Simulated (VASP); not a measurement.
Input of a VASP 6.6.1 run:

The input INCAR:

```
ALGO = Normal
EDIFF = 1E-7
ENCUT = 520
GGA = PE
ISIF = 2
ISMEAR = -1
LASPH = T
LCHARG = F
LREAL = F
LWAVE = F
NBANDS = 33
NELM = 80
PREC = Accurate
SIGMA = 0.05
```

The input KPOINTS:

```
k-points
0
Gamma
  11 11 6
```

Contents of POSCAR:

```
MnHg
1.0
    0.0000000000      0.0000000000      3.3130000000
    3.2880000000      0.0000000000      0.0000000000
    0.0000000000      6.5760000000      0.0000000000
Mn Hg
2 2
Direct
    0.5000000000      0.5000000000      0.2500000000
    0.5000000000      0.5000000000      0.7500000000
    0.0000000000      0.0000000000      0.0000000000
    0.0000000000      0.0000000000      0.5000000000
```

Potentials or basis: VASP PAW PBE potentials, release 64 (Mn_pv, Hg).

Launch:

```console
$ cat potpaw_PBE.64/Mn_pv/POTCAR potpaw_PBE.64/Hg/POTCAR > POTCAR
$ mpirun -np 1 vasp_std > vasp.out
```

Predict the pressure.

-13.3 GPa.

Estimate the band gap on the k mesh.

zero (bands 25 and 26 overlap by 0.71 eV).

Caveat: the cell stands under tension; spin-orbit coupling is left out, which moves the levels of the heavy elements; the run has no spin polarisation, though such a crystal can be magnetic. Spin polarisation is off, so any magnetic state and its effect on volume and gap are missing.
